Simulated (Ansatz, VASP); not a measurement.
## Two plane-wave programs on Ta3I2

```
CELL_PARAMETERS angstrom
5.34246 0.00000 0.00000
-2.67123 4.62671 0.00000
0.00000 0.00000 7.95717
ATOMIC_POSITIONS crystal
Ta 0.50000 0.00000 0.50000
Ta 0.00000 0.50000 0.50000
Ta 0.50000 0.50000 0.50000
I 0.00000 0.00000 0.28788
I 0.00000 0.00000 0.71212
```

Alike in both runs: functional PBE; k mesh 12 × 12 × 6; occupations gaussian, width 0.1 eV; no spin polarisation.

Ansatz relaxed the structure, and its values are those at the end. VASP's run is a single point on that final structure, the one shown.

```csv
,VASP,Ansatz
version,VASP 6.6.1,Ansatz 0.2.0
potentials or method,"VASP PAW PBE potentials, release 64 (Ta_pv, I), cutoff 520 eV","scalar-relativistic, plane waves, PAW"
valence electrons in the cell,47,73
```

|  | VASP | Ansatz | Ansatz less VASP |
| --- | --- | --- | --- |
| gap on the k mesh at the Fermi level (eV) | none | none | - |
| pressure (GPa) | 0.0 | 0.0 | -0.02 |

A gap of «none» marks a metal or a gap that the smearing closes. VASP's potentials hold 47 valence electrons a cell and Ansatz's 73, so a difference there can come from the potentials and not from the codes.

Neither program's run includes spin-orbit coupling.
